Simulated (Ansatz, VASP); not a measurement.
## One calculation of C, two programs

```
C
1.0
     1.78340   -1.78340    0.00000
     1.78340    0.00000   -1.78340
     8.28830    8.28830    8.28830
C
12
Direct
  0.66667 0.66667 0.23313
  0.00000 0.00000 0.08968
  0.33333 0.33333 0.37658
  0.66667 0.66667 0.66347
  0.00000 0.00000 0.52002
  0.33333 0.33333 0.80692
  0.66667 0.66667 0.34072
  0.00000 0.00000 0.19727
  0.33333 0.33333 0.48416
  0.66667 0.66667 0.77106
  0.00000 0.00000 0.62761
  0.33333 0.33333 0.05382
```

Alike in both runs: task single point; functional PBE; k mesh 10 × 10 × 2; occupations gaussian, width 0.05 eV; no spin polarisation.

|  | VASP | Ansatz |
| --- | --- | --- |
| version | VASP 6.6.1 | Ansatz 0.2.0 |
| potentials or method | VASP PAW PBE potentials, release 64 (C), cutoff 520 eV | scalar-relativistic, plane waves, PAW |
| valence electrons in the cell | 48 | 48 |

```tsv
	VASP	Ansatz	Ansatz less VASP
gap on the k mesh at the Fermi level (eV)	none	none	-
pressure (GPa)	-2.5	-3.1	-0.56
traceless stress, the component that is largest in VASP (GPa)	-2.78	-2.75	+0.028
rms of the force components (eV/Å)	1.154	1.158	+0.0040
```

Atom by atom the forces differ by 0.008 eV/Å (rms over components). A gap of «none» marks a metal or a gap that the smearing closes. With one functional, cell and mesh, what is left measures potentials, basis and numerics.
